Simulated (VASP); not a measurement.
Here is a VASP 6.6.1 calculation.

The input INCAR:

```
  PREC = Accurate
  ENCUT = 520
  EDIFF = 1E-7
  ISMEAR = -1
  SIGMA = 0.05
  LREAL = Auto
  LASPH = True
  NELM = 60
  ALGO = Normal
  ISIF = 2
  LWAVE = False
  LCHARG = False
  GGA = PE
  NBANDS = 92
```

The input KPOINTS:

```
regular mesh
0
Gamma
  2 2 1
```

File POSCAR:

```
Ba3Ti3SiCl4O9
1.0
    5.6572970000      0.0000000000      0.0000000000
   -2.8286490000      4.8993630000      0.0000000000
    0.0000000000      0.0000000000     20.7026380000
Ba Ti O Si Cl
3 3 9 1 4
Direct
    0.0000000000      0.0000000000      0.0483030230
    0.6711960657      0.3406769411      0.1427547542
    0.3203829718      0.6603511518      0.2738105163
    0.3333291060      0.6666580941      0.0997360819
   -0.0235997969     -0.0254931100      0.2138809557
    0.6511906571      0.3390236649      0.3219541394
    0.4970647063      0.9941292368      0.0524136103
    0.0058771930      0.5029429336      0.0524136103
    0.4970658295      0.5029429336      0.0524136103
    0.1374087607      0.2960997175      0.1746105979
    0.6425355364      0.7858572635      0.1767697431
    0.1740080688      0.8469468378      0.1722099377
    0.8444427388      0.6733120204      0.2890259686
    0.3356985850      0.2133338559      0.2921077014
    0.7787425604      0.1272614419      0.3027150453
    0.7175376902      0.4725308168      0.5225082910
    1.0438749871      0.8650104105      0.5205375276
    0.3846191251      0.5092906976      0.5123888076
    0.7083545112      0.2235596750      0.4446776300
    0.6624211683      0.2727497432      0.6079273569
```

Potentials or basis: VASP PAW PBE potentials, release 64 (Ba_sv, Ti_sv, O, Si, Cl).

The run is started by

```sh
$ cat potpaw_PBE.64/Ba_sv/POTCAR potpaw_PBE.64/Ti_sv/POTCAR potpaw_PBE.64/O/POTCAR potpaw_PBE.64/Si/POTCAR potpaw_PBE.64/Cl/POTCAR > POTCAR
$ mpirun -np 1 vasp_std > vasp.out
```

Estimate the band gap on the k mesh.

0.11 eV.

Estimate the largest force.

4.250 eV/Å.

Forces in eV/Å, atoms in the order of the input:
```
Ba   0.057  0.068 -1.547
Ba  -0.107 -0.665  0.476
Ba  -0.375  0.074 -0.068
Ti  -0.023  0.222 -4.244
Ti   0.793 -0.070  0.964
Ti   1.356  1.276  1.795
O    0.111 -1.757  1.532
O    1.422  0.788  1.406
O   -1.427  0.773  1.413
O   -0.650  0.858 -0.255
O   -0.056  0.757 -0.373
O   -0.279 -0.516  0.268
O    0.319  0.134  0.183
O   -1.998 -1.818 -0.725
O    0.945 -0.227 -0.879
Si   0.275  0.130  0.318
Cl  -0.044 -0.550 -0.007
Cl  -0.762  0.288 -0.270
Cl   0.077  0.198 -0.053
Cl   0.366  0.037  0.065
```

Caveat: the k points lie up to 0.64 Å⁻¹ apart; there is no dipole correction, which matters where the two faces differ; spin-orbit coupling is left out, which moves the levels of the heavy elements.
